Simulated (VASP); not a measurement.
# Si12N16O (a cell with a defect) (O interstitial hop between voids) in VASP: a series of runs

The runs below take Si12N16O (a cell with a defect) (O interstitial hop between voids) through single point, with PBE.

Program: VASP 6.6.1. These are calculated values, not measurements. Logs are shortened: lines on timing, memory, paths and dates and some standing lists are left out, and cuts for length are marked.

**1. The cell of the first run**

The cell holds a defect, 29 atoms: a = 7.664 Å, b = 7.664 Å, c = 5.853 Å, α = 90.00°, β = 90.00°, γ = 120.00°.

**2. Single point, PBE**

File INCAR:

```
SYSTEM = Si12N16O
  ALGO = Normal
  EDIFF = 1E-6
  ENCUT = 520
  GGA = PE
  GGA_COMPAT = .False.
  ISIF = 2
  ISMEAR = -1
  LASPH = .True.
  LCHARG = .False.
  LREAL = .False.
  LWAVE = .False.
  NBANDS = 87
  NELECT = 136.0
  NELM = 120
  PREC = Accurate
  SIGMA = 0.01
```

File KPOINTS:

```
k-points
0
Gamma
  1 1 1
  0 0 0
```

File POSCAR:

```
Si12N16O
1.0
    7.6639217100      0.0000000000      0.0000000000
   -3.8319608600      6.6371509000      0.0000000000
    0.0000000000      0.0000000000      5.8525451500
Si N O
12 16 1
Direct
    0.2310378746      0.8209264912      0.3758739050
    0.4200081559      0.2363470446      0.1388079851
    0.8258357013      0.5962404742      0.1280220794
    0.1713784333      0.3997793692      0.3691440125
    0.5974361572      0.7707570729      0.3769407913
    0.7744984122      0.1681265074      0.1242444067
    0.2284049458      0.8111384058      0.8748744125
    0.3637726365      0.2086054726      0.6539913665
    0.8165420216      0.5810899975      0.6271485150
    0.1718360084      0.3625477311      0.8600000292
    0.5849692902      0.7553143021      0.8754803028
    0.7623262279      0.1789192408      0.6232368835
    0.3348385163      0.6620224651      0.3634188110
    0.6810545121      0.3324928171      0.1450652628
    0.9666282500      0.6762175620      0.3773778661
    0.2970594856      0.9650267255      0.1233589800
    0.6838832312      0.7175925441      0.1299072422
    0.3235333674      0.2871768367      0.3829715009
    0.0355815120      0.3073702905      0.1176922146
    0.7024043122      0.0309702165      0.3767497633
    0.3243025122      0.6484184351      0.8761641078
    0.6476699402      0.3232634051      0.6267153701
    0.9619786212      0.6634641982      0.8773606813
    0.3106580062      0.9519488249      0.6274716223
    0.6699871482      0.7019142807      0.6231247955
    0.4103648742      0.3669344025      0.9065631899
    0.0205604161      0.3651426699      0.6090240927
    0.6955565817      0.0276978786      0.8726854504
    0.1163571988      0.1260465541     -0.2509132288
```

Potentials or basis: VASP PAW PBE potentials, release 64 (Si, N, O).

On the command line:

```
cat potpaw_PBE.64/Si/POTCAR potpaw_PBE.64/N/POTCAR potpaw_PBE.64/O/POTCAR > POTCAR
mpirun -np 1 vasp_gam > vasp.out
```

OUTCAR:

```text
SYSTEM = Si12N16O
   EDIFF = 1E-6
   ENCUT = 520
   GGA = PE
   ISIF = 2
   ISMEAR = -1
   LASPH = .True.
   LREAL = .False.
   NELECT = 136.0
   NELM = 120
   PREC = Accurate

 ion  position               nearest neighbor table
   1  0.231  0.821  0.376-  24 1.71  15 1.76  13 1.76  16 1.76   7 2.92   7 2.93   5 3.02   4 3.03
                             3 3.06   8 3.08   2 3.09   9 3.13
   2  0.420  0.236  0.139-  26 1.71  18 1.74  14 1.75  16 1.81   8 2.86   3 2.95  10 3.01   6 3.01
                             8 3.04   4 3.07   1 3.09
   3  0.826  0.596  0.128-  23 1.72  15 1.73  17 1.75  14 1.76   9 2.92   9 2.93   2 2.95   5 3.05
                            11 3.05   7 3.06   1 3.06   6 3.10
   4  0.171  0.400  0.369-  19 1.74  27 1.75  13 1.76  18 1.77  10 2.89  10 2.99   6 3.01   1 3.03
                             8 3.04   2 3.07   5 3.08  12 3.10
   5  0.597  0.771  0.377-  25 1.72  17 1.72  20 1.74  13 1.75  11 2.92  11 2.94   1 3.02   6 3.03
                             3 3.05   4 3.08  12 3.08   9 3.09
   6  0.774  0.168  0.124-  19 1.73  20 1.74  14 1.74  28 1.74  12 2.92  12 2.94   4 3.01   2 3.01
                             5 3.03  10 3.06   3 3.10  11 3.11
   7  0.228  0.811  0.875-  24 1.73  21 1.74  23 1.77  16 1.78   1 2.92   1 2.93  11 2.97   8 2.98
                             3 3.06   9 3.10
   8  0.364  0.209  0.654-  29 1.76  18 1.78  24 1.81  26 1.83  22 1.90  10 2.60   2 2.86   7 2.98
                             2 3.04   4 3.04   1 3.08
   9  0.817  0.581  0.627-  22 1.74  23 1.76  15 1.78  25 1.78  12 2.90   3 2.92   3 2.93  11 3.07
                             5 3.09   7 3.10   1 3.13
  10  0.172  0.363  0.860-  19 1.76  29 1.77  26 1.83  27 1.88  21 1.90   8 2.60   4 2.89   4 2.99
                             2 3.01  12 3.06   6 3.06  11 3.09
  11  0.585  0.755  0.875-  21 1.74  25 1.74  17 1.76  28 1.82   5 2.92   5 2.94   7 2.97   3 3.05
                             9 3.07  10 3.09   6 3.11
  12  0.762  0.179  0.623-  22 1.72  20 1.75  27 1.77  28 1.77   9 2.90   6 2.92   6 2.94  10 3.06
                             5 3.08   4 3.10
  13  0.335  0.662  0.363-   5 1.75   1 1.76   4 1.76
  14  0.681  0.332  0.145-   6 1.74   2 1.75   3 1.76
  15  0.967  0.676  0.377-   3 1.73   1 1.76   9 1.78
  16  0.297  0.965  0.123-   1 1.76   7 1.78   2 1.81
  17  0.684  0.718  0.130-   5 1.72   3 1.75  11 1.76
  18  0.324  0.287  0.383-   2 1.74   4 1.77   8 1.78
[... 8 lines left out ...]
  27  0.021  0.365  0.609-   4 1.75  12 1.77  10 1.88
  28  0.696  0.028  0.873-   6 1.74  12 1.77  11 1.82
  29  0.116  0.126  0.749-   8 1.76  10 1.77

  LATTYP: Found a hexagonal cell.
 ALAT       =     7.6639217100
 C/A-ratio  =     0.7636488695

  Lattice vectors:

 A1 = (   7.6639217100,   0.0000000000,   0.0000000000)
 A2 = (  -3.8319608600,   6.6371509000,   0.0000000000)
 A3 = (   0.0000000000,   0.0000000000,   5.8525451500)

Analysis of symmetry for initial positions (statically):
=====================================================================
 Subroutine PRICEL returns:
 Original cell was already a primitive cell.

 Routine SETGRP: Setting up the symmetry group for a
 hexagonal supercell.

 Subroutine GETGRP returns: Found  1 space group operations
 (whereof  1 operations were pure point group operations)
 out of a pool of 24 trial point group operations.

The static configuration has the point symmetry C_1 .

Analysis of symmetry for dynamics (positions and initial velocities):
=====================================================================
 Subroutine PRICEL returns:
 Original cell was already a primitive cell.

 Routine SETGRP: Setting up the symmetry group for a
 hexagonal supercell.

 Subroutine GETGRP returns: Found  1 space group operations
 (whereof  1 operations were pure point group operations)
 out of a pool of 24 trial point group operations.

The dynamic configuration has the point symmetry C_1 .

 Subroutine INISYM returns: Found  1 space group operations
 (whereof  1 operations are pure point group operations),
 and found     1 'primitive' translations

----------------------------------------------------------------------------------------

                                     Primitive cell

  volume of cell :     297.6991

  direct lattice vectors                    reciprocal lattice vectors
     7.663921710  0.000000000  0.000000000     0.130481500  0.075333529  0.000000000
    -3.831960860  6.637150900  0.000000000     0.000000000  0.150667058  0.000000000
     0.000000000  0.000000000  5.852545150     0.000000000  0.000000000  0.170865833

  length of vectors
     7.663921710  7.663921718  5.852545150     0.150667058  0.150667058  0.170865833

  position of ions in fractional coordinates (direct lattice)
     0.231037875  0.820926491  0.375873905
     0.420008156  0.236347045  0.138807985
     0.825835701  0.596240474  0.128022079
     0.171378433  0.399779369  0.369144013
     0.597436157  0.770757073  0.376940791
     0.774498412  0.168126507  0.124244407
[... 21 lines left out ...]
     0.695556582  0.027697879  0.872685450
     0.116357199  0.126046554  0.749086771

  ion indices of the primitive-cell ions
   primitive index   ion index
                 1           1
                 2           2
                 3           3
                 4           4
                 5           5
                 6           6
[... 21 lines left out ...]
                28          28
                29          29

----------------------------------------------------------------------------------------

 KPOINTS: k-points

Automatic generation of k-mesh.
 Grid dimensions read from file:
 generate k-points for:    1    1    1

 Generating k-lattice:

  Cartesian coordinates                     Fractional coordinates (reciprocal lattice)
     0.130481500  0.075333529  0.000000000     1.000000000 -0.000000000  0.000000000
     0.000000000  0.150667058  0.000000000     0.000000000  1.000000000  0.000000000
     0.000000000  0.000000000  0.170865833     0.000000000  0.000000000  1.000000000

  Length of vectors
     0.150667058  0.150667058  0.170865833

  Shift w.r.t. Gamma in fractional coordinates (k-lattice)
     0.000000000  0.000000000  0.000000000

 Subroutine IBZKPT returns following result:
 ===========================================

 Found      1 irreducible k-points:

 Following reciprocal coordinates:
            Coordinates               Weight
  0.000000  0.000000  0.000000      1.000000
   k-points           NKPTS =      1   k-points in BZ     NKDIM =      1   number of bands    NBANDS=     87
   number of dos      NEDOS =    301   number of ions     NIONS =     29
   total plane-waves  NPLWV = 172800
   dimension x,y,z NGX =    60 NGY =   60 NGZ =   48
   dimension x,y,z NGXF=   120 NGYF=  120 NGZF=   96
   ions per type =              12  16   1
   NGX,Y,Z   is equivalent  to a cutoff of  13.02, 13.02, 13.63 a.u.
   NGXF,Y,Z  is equivalent  to a cutoff of  26.03, 26.03, 27.27 a.u.
 SYSTEM =  Si12N16O
   PREC   = accura    normal or accurate (medium, high low for compatibility)
   ISTART =      0    job   : 0-new  1-cont  2-samecut
   ICHARG =      2    charge: 1-file 2-atom 10-const
   ISPIN  =      1    spin polarized calculation?
   LNONCOLLINEAR =      F non collinear calculations
   LSORBIT =      F    spin-orbit coupling
   LASPH  =      T    aspherical Exc in radial PAW
   ENCUT  =  520.0 eV  38.22 Ry    6.18 a.u.  14.25 14.25 10.88*2*pi/ulx,y,z
   NELM   =    120;   NELMIN=  2; NELMDL= -5     # of ELM steps
   EDIFF  = 0.1E-05   stopping-criterion for ELM
   LREAL  =      F    real-space projection
   EDIFFG = 0.1E-04   stopping-criterion for IOM
   NSW    =      0    number of steps for IOM
   IBRION =     -1    ionic relax: 0-MD 1-quasi-New 2-CG
   NFREE  =      0    steps in history (QN), initial steepest desc. (CG)
   ISIF   =      2    stress and relaxation
   ISYM   =      2    0-nonsym 1-usesym 2-fastsym
   POTIM  = 0.5000    time-step for ionic-motion
   TEBEG  =    0.0;   TEEND  =   0.0 temperature during run
   PSTRESS=    0.0 pullay stress
   NELECT =     136.0000    total number of electrons
   NUPDOWN=      -1.0000    fix difference up-down
   EMIN   =  10.00;   EMAX   =-10.00  energy-range for DOS
   EFERMI =   0.00;   METHOD = LEGACY
   ISMEAR =    -1;   SIGMA  =   0.01  broadening in eV -4-tet -1-fermi 0-gaus
   EFERMI_NEDOS =   21; number of points for ismear=-14 and -15
   IALGO  =     38    algorithm
   IMIX   =      4    mixing-type and parameters
     AMIX     =   0.40;   BMIX     =  1.00
     AMIX_MAG =   1.60;   BMIX_MAG =  1.00
  volume/ion in A,a.u.               =      10.27        69.27
  Fermi-wavevector in a.u.,A,eV,Ry     =   1.260846  2.382653 21.629617  1.589732
  Thomas-Fermi vector in A             =   2.394335
   LORBIT       =      0    0 simple, 1 ext, 2 COOP (PROOUT), +10 PAW based schemes
   GGA     = PE    functional components
   LHFCALC =     F    Hartree Fock is set to
   AEXX    =    0.0000 exact exchange contribution
   IVDW    =     0    specifies the selected vdW correction
   LEPSILON=     F    determine dielectric tensor
   LRPA    =     F    only Hartree local field effects (RPA)
 non-spin polarized calculation
  energy-cutoff  :      520.00
  volume of cell :      297.70
 maximum number of plane-waves:      3992
 NGX is ok and might be reduce to    60
   NGX = 29   NGY = 29   NGZ = 21

 number of electron     135.9999992 magnetization

 Free energy of the ion-electron system (eV)
  ---------------------------------------------------
  ext. energy  EPLUGINS =         0.00000000
  ---------------------------------------------------
  free energy    TOTEN  =      -213.11843714 eV

  energy without entropy =     -213.11843714  energy(sigma->0) =     -213.11843714

 E-fermi :   7.3647     XC(G=0): -10.9989

 val. band max:        7.1096237169   @ k =   0.0000   0.0000   0.0000
 cond. band min:      10.8376067857   @ k =   0.0000   0.0000   0.0000
 fundamental gap:      3.7279830687
 Fermi energy:         7.3646933737

 k-point     1 :       0.0000    0.0000    0.0000
  band No.  band energies     occupation
      1     -11.8824      2.00000
      2     -10.9232      2.00000
      3      -9.9233      2.00000
      4      -9.5729      2.00000
      5      -9.2839      2.00000
      6      -9.0670      2.00000
[... 72 lines left out ...]
     79      12.8832      0.00000
     80      13.3033      0.00000
 [bands above 80 left out]

------------------------ aborting loop because EDIFF is reached ----------------------------------------

  FORCE on cell =-STRESS in cart. coord.  units (eV):
  Direction    XX          YY          ZZ          XY          YZ          ZX
  --------------------------------------------------------------------------------------
  -------------------------------------------------------------------------------------
  Total       15.3069376      7.1967507     43.1906618     -2.7920226     -0.3214572      4.1180590
  in kB       82.3799206     38.7319635    232.4464497    -15.0262975     -1.7300403     22.1628509
  external PRESSURE =     117.8527779 kB  Pullay stress =       0.0000000 kB

 VOLUME and BASIS-vectors are now :
 -----------------------------------------------------------------------------
  energy-cutoff  :      520.00
  volume of cell :      297.70
      direct lattice vectors                 reciprocal lattice vectors
     7.663921710  0.000000000  0.000000000     0.130481500  0.075333529  0.000000000
    -3.831960860  6.637150900  0.000000000     0.000000000  0.150667058  0.000000000
     0.000000000  0.000000000  5.852545150     0.000000000  0.000000000  0.170865833

 POSITION                                       TOTAL-FORCE (eV/Angst)
 -----------------------------------------------------------------------------------
     -1.37510      5.44861      2.19982        -0.004785      0.001624      0.004106
      2.31324      1.56867      0.81238         0.000973     -0.007971      0.014869
      4.04437      3.95734      0.74925         0.000476      0.008735     -0.000269
     -0.21851      2.65340      2.16043         0.003265      0.001240     -0.008132
      1.62519      5.11563      2.20606         0.005039      0.005141      0.000859
      5.29144      1.11588      0.72715         0.002947     -0.000159      0.006170
[... 21 lines left out ...]
      5.22455      0.18383      5.10743        -0.000484      0.007101     -0.001529
      0.40875      0.83659      4.38406        -0.028409     -0.055669     -0.000700
 -----------------------------------------------------------------------------------
    total drift:                                0.000089      0.000087     -0.000127

  FREE ENERGIE OF THE ION-ELECTRON SYSTEM (eV)
  ---------------------------------------------------
  free  energy   TOTEN  =      -213.1184371413 eV

  energy  without entropy=     -213.1184371413  energy(sigma->0) =     -213.11843714
```

It took 27 s on 1 thread of Intel Xeon 6975P-C (Granite Rapids), shared host; peak memory 0.4 GiB.

Results:

| Property | Result |
| --- | --- |
| Free energy | -213.1184 eV |
| Largest force | 0.077 eV/Å |

Forces in eV/Å, atoms in the order of the input:
```
Si  -0.005  0.002  0.004
Si   0.001 -0.008  0.015
Si   0.000  0.009  0.000
Si   0.003  0.001 -0.008
Si   0.005  0.005  0.001
Si   0.003  0.000  0.006
Si  -0.015  0.005 -0.001
Si   0.063  0.013 -0.038
Si  -0.002  0.021  0.001
Si  -0.036  0.055  0.038
Si   0.020  0.002 -0.003
Si   0.004 -0.017 -0.004
N    0.004 -0.001  0.001
N   -0.003 -0.003 -0.003
N    0.002 -0.003 -0.001
N    0.005  0.000 -0.001
N   -0.002 -0.008  0.000
N    0.005  0.000  0.002
N   -0.001  0.006 -0.004
N   -0.003  0.000  0.001
N   -0.003 -0.002  0.001
N   -0.008 -0.005  0.003
N    0.002  0.000  0.001
N   -0.009  0.003  0.004
N   -0.005 -0.002 -0.001
N   -0.004 -0.014 -0.012
N    0.006 -0.012 -0.001
N    0.000  0.007 -0.002
O   -0.028 -0.056 -0.001
```

Caveat: the k points lie up to 1.07 Å⁻¹ apart; the cell carries a net charge on a neutralising background, which shifts energy and pressure; the cell is charged against a uniform background, so pressure and absolute levels hang on convention.

**3. Single point, PBE**

File INCAR:

```
SYSTEM = Si12N16O
PREC = Accurate ; ENCUT = 520
EDIFF = 1E-6 ; ISMEAR = -1
SIGMA = 0.01 ; LREAL = .FALSE.
LASPH = .TRUE. ; NELM = 120
ALGO = Normal ; ISIF = 2
LWAVE = .FALSE. ; LCHARG = .FALSE.
GGA = PE ; NBANDS = 87
GGA_COMPAT = .FALSE.
```

File KPOINTS:

```
Automatic mesh
0
G
  1 1 1
  0 0 0
```

File POSCAR:

```
Si12N16O
1.0
    7.6639217100      0.0000000000      0.0000000000
   -3.8319608600      6.6371509000      0.0000000000
    0.0000000000      0.0000000000      5.8525451500
Si N O
12 16 1
Direct
    0.2323143416      0.8246746356      0.3796669557
    0.4063165570      0.2271242620      0.1302534163
    0.8273298851      0.5949652282      0.1306711833
    0.1852737164      0.4094024742      0.3809308502
    0.5959592467      0.7661028168      0.3786039993
    0.7838927421      0.1881570901      0.1440108497
    0.2331353676      0.8214904380      0.8792441353
    0.4079301511      0.2282627023      0.6301337120
    0.8254212666      0.5910305580      0.6268650486
    0.1878834990      0.4125145023      0.8805234078
    0.6123299850      0.7664350377      0.8756860253
    0.7849495020      0.1864214056      0.6245262371
    0.3378716836      0.6703630921      0.3774369857
    0.6694342553      0.3326121454      0.1336736377
    0.9697324406      0.6717429010      0.3794966024
    0.3002940052      0.9648331184      0.1282392499
    0.6630689894      0.6901137354      0.1338552681
    0.3261993966      0.2872883303      0.3801751107
    0.0438082265      0.3386010103      0.1307890807
    0.7186441500      0.0345646805      0.3839034031
    0.3475589459      0.6735905311      0.8799024814
    0.6698327307      0.3299667332      0.6273526997
    0.9677594432      0.6658644751      0.8785049698
    0.3010113307      0.9651409312      0.6309523302
    0.6497096185      0.6728115825      0.6199871863
    0.3377416523      0.2984056005      0.8804738567
    0.0447004354      0.3443429318      0.6310633930
    0.7192794210      0.0509562017      0.8841502060
   -0.1315529289     -0.0211485323     -0.1441637746
```

Potentials or basis: VASP PAW PBE potentials, release 64 (Si, N, O).

On the command line:

```
cat potpaw_PBE.64/Si/POTCAR potpaw_PBE.64/N/POTCAR potpaw_PBE.64/O/POTCAR > POTCAR
mpirun -np 1 vasp_gam > vasp.out
```

Run time: 27 s. Hardware: 1 thread of Intel Xeon 6975P-C (Granite Rapids), shared host; peak memory 0.4 GiB.

It converged, with:

- Free energy: -228.2796 eV
- Pressure: 2.6 GPa
- Largest force: 0.188 eV/Å
- Band gap on the k mesh: 3.68 eV

Forces on the atoms (eV/Å):
```
Si  -0.004  0.006 -0.001
Si  -0.005 -0.009 -0.010
Si   0.011 -0.004 -0.007
Si  -0.004 -0.006 -0.001
Si  -0.021  0.008  0.008
Si   0.009  0.001 -0.005
Si  -0.005  0.010 -0.003
Si  -0.010 -0.010  0.006
Si   0.007  0.008  0.004
Si   0.003 -0.015 -0.003
Si  -0.054 -0.039  0.010
Si   0.002 -0.004 -0.013
N    0.006  0.012  0.007
N   -0.011 -0.005 -0.006
N    0.003  0.004 -0.001
N    0.003  0.012 -0.001
N    0.000  0.008 -0.026
N    0.003  0.007 -0.005
N    0.000  0.018  0.000
N   -0.006 -0.015 -0.009
N    0.005  0.015 -0.010
N   -0.015 -0.001 -0.004
N   -0.001  0.004 -0.001
N   -0.004  0.008 -0.003
N    0.010  0.037  0.017
N    0.009  0.004 -0.003
N    0.007  0.009 -0.009
N   -0.096  0.026  0.019
O    0.158 -0.089  0.048
```

Stress tensor (GPa, compression positive):
```
-4.57 -1.54  0.18
-1.54 -1.45  0.42
 0.18  0.42 13.84
```

Levels at points of the mesh, in eV from the valence-band top:
```
           k point  band 65  band 66  band 67  band 68  band 69  band 70
(0.00, 0.00, 0.00)    -0.47    -0.27     0.00     3.68     4.10     4.39
```

Caveat: the k points lie up to 1.07 Å⁻¹ apart.
